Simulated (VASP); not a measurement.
Set up this calculation in VASP 6.6.1, as the native input.

| Item | Value |
| --- | --- |
| Task | single point |
| Functional | LDA |
| Potentials or basis | VASP PAW LDA potentials, release 64 (Cu) |
| Cutoff | 520 eV |
| k mesh | 10 × 10 × 6 |
| Occupations | gaussian, width 0.05 eV |
| Spin | no spin polarisation |
| Dipole correction | no |
| Further INCAR settings | ALGO = Fast; EDIFF = 1e-06; NBANDS = 18 |

The structure of Cu lies in POSCAR:

```
Cu
1.0
    2.5340966698      0.0000000000      0.0000000000
   -1.2670483349      2.1945920917      0.0000000000
    0.0000000000      0.0000000000      4.1125710000
Cu
2
Direct
    0.6666666667      0.3333333333      0.7500000000
    0.3333333333      0.6666666667      0.2500000000
```

One way to write it, as run:

INCAR

```
SYSTEM = Cu
PREC = Accurate ; ENCUT = 520
EDIFF = 1E-6 ; ISMEAR = 0
SIGMA = 0.05 ; LREAL = .FALSE.
LASPH = .TRUE. ; NELM = 80
ALGO = Fast ; ISIF = 2
LWAVE = .FALSE. ; LCHARG = .FALSE.
GGA = CA ; NBANDS = 18
```

KPOINTS

```
Automatic mesh
0
G
  10 10 6
  0 0 0
```

Potentials or basis: VASP PAW LDA potentials, release 64 (Cu).

The run is started by

```bash
$ cat potpaw_LDA.64/Cu/POTCAR > POTCAR
$ mpirun -np 1 vasp_std > vasp.out
```

Results of the run:

```json
{
  "Pressure": "-7.2 GPa",
  "Band gap on the k mesh": "zero (band 11 reaches 10.86 eV, above the bottom of band 12 at 5.72 eV)"
}
```

It took 14 s on 1 thread of Intel(R) Xeon(R) Platinum 8488C (Sapphire Rapids) (shared host), peak memory 0.13 GiB.
